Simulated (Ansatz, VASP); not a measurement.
SrO in VASP and in Ansatz

```
Sr O
1.0
     4.18285    0.00000    0.00000
    -2.09143    3.62246    0.00000
     0.00000    0.00000    5.03945
Sr O
2 2
Direct
  0.33333 0.66667 0.93750
  0.66667 0.33333 0.43750
  0.33333 0.66667 0.43750
  0.66667 0.33333 0.93750
```

Alike in both runs: task single point; functional r2SCAN; k mesh 6 × 6 × 4; no spin polarisation.

|  | VASP | Ansatz |
| --- | --- | --- |
| version | VASP 6.6.1 | Ansatz 0.2.0 |
| potentials or method | VASP PAW PBE potentials, release 64 (Sr_sv, O) | plane waves, PAW |
| plane-wave cutoff (eV) | 520 | 500 |
| occupations | gaussian, width 0.01 eV | fixed |
| valence electrons in the cell | 32 | 32 |

```csv
,VASP,Ansatz,Ansatz less VASP
gap on the k mesh at the Fermi level (eV),3.21,3.23,+0.013
pressure (GPa),6.0,5.3,-0.63
"traceless stress, the component that is largest in VASP (GPa)",0.42,0.42,0.000
```

VASP's potentials were made for PBE, not for r2SCAN.
